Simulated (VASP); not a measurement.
The system is BaTiO3.

```
CELL_PARAMETERS angstrom
3.98333 0.00000 0.00000
0.00000 2.86260 2.87534
0.00000 -2.86260 2.87534
ATOMIC_POSITIONS crystal
Ba 0.00000 0.00341 0.00341
Ti 0.50000 0.51850 0.51850
O 0.50000 0.97843 0.49135
O 0.50000 0.49135 0.97843
O 0.00000 0.48820 0.48820
```

- Program: VASP 6.6.1
- Task: relaxation of cell and atoms
- Functional: PBE
- Potentials or basis: VASP PAW PBE potentials, release 64 (Ba_sv, Ti_sv, O)
- Cutoff: 600 eV
- k mesh: 6 × 6 × 6
- Occupations: fermi-dirac, width 0.02 eV
- Spin: no spin polarisation

At the start: pressure 2.9 GPa; volume 13.11 Å³/atom.

**Question.** How do energy, volume and symmetry change on relaxing?

**Answer.** Over 14 steps the energy falls by 3.9 meV/atom and the volume is 13.53 Å³/atom (+3.1 %); space group Amm2 (No. 38, to 0.05 Å).

Step by step:
```csv
step,energy change (eV),largest force (eV/Å),pressure (GPa),volume (Å³)
1,0.0000,0.0643,2.88,65.57
2,-0.0031,0.3525,-2.37,67.84
3,-0.0108,0.2218,-0.05,66.79
4,-0.0143,0.1294,-0.01,66.99
5,-0.0161,0.0741,0.10,67.27
6,-0.0183,0.0657,-0.13,67.53
7,-0.0189,0.0597,-0.30,67.74
8,-0.0192,0.0477,0.40,67.47
9,-0.0193,0.0492,0.19,67.55
10,-0.0196,0.0238,0.04,67.58
11,-0.0196,0.0265,0.03,67.58
12,-0.0197,0.0062,0.01,67.62
13,-0.0197,0.0052,0.01,67.63
14,-0.0197,0.0033,0.00,67.64
```

Final structure:
```cif
data_structure
_symmetry_space_group_name_H-M 'P 1'
_symmetry_Int_Tables_number 1
_cell_length_a 3.9833
_cell_length_b 4.1208
_cell_length_c 4.1208
_cell_angle_alpha 89.501
_cell_angle_beta 90.000
_cell_angle_gamma 90.000
_cell_volume 67.64
loop_
_atom_site_label
_atom_site_type_symbol
_atom_site_fract_x
_atom_site_fract_y
_atom_site_fract_z
_atom_site_occupancy
Ba1 Ba 0.00000 0.00754 0.00754 1
Ti1 Ti 0.50000 0.52475 0.52475 1
O1 O 0.50000 0.97266 0.49036 1
O2 O 0.50000 0.49036 0.97266 1
O3 O 0.00000 0.48459 0.48459 1
```
